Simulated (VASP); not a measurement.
Runs of VASP 6.6.1 on AlN. The structure is that of space group Fm-3m (No. 225), or close to it. The cells are those of the table. 

```csv
task,cell,k mesh,smearing,gap on the mesh (eV),pressure (GPa)
single point,"a = 2.892 Å, angles 60.0°, 2 atoms",10 × 10 × 10,gaussian 0.02 eV,(c),-14.0
single point,"a = 2.864 Å, angles 60.0°, 2 atoms",10 × 10 × 10,gaussian 0.02 eV,4.41,-7.3
single point,"a = 2.778 Å, angles 60.0°, 2 atoms",10 × 10 × 10,gaussian 0.02 eV,5.03,20.1
single point,"a = 2.808 Å, angles 60.0°, 2 atoms",10 × 10 × 10,gaussian 0.02 eV,5.00,9.6
single point,"a = 2.919 Å, angles 60.0°, 2 atoms",10 × 10 × 10,gaussian 0.02 eV,(a),-19.8
relaxation of cell and atoms,"relaxed from a = 2.877 Å, angles 60.0°, 2 atoms",8 × 8 × 8,gaussian 0.1 eV,(b),-0.1
single point,"a = 2.836 Å, angles 60.0°, 2 atoms",8 × 8 × 8,gaussian 0.1 eV,4.70,0.6
single point,"a = 2.836 Å, angles 60.0°, 2 atoms",10 × 10 × 10,gaussian 0.02 eV,(d),0.5
```

Alike in all rows: level LDA; potentials or basis VASP PAW LDA potentials, release 64 (Al, N); no spin polarisation; cutoff (eV) 600.

**Question.** Estimate the missing entries.

**Answer.** (a) 3.88; (b) 4.67; (c) 4.14; (d) 4.69.

Caveats: the cell stands under tension (at least some runs); the cell stands under pressure (at least some runs).

A k mesh can miss the band edges.
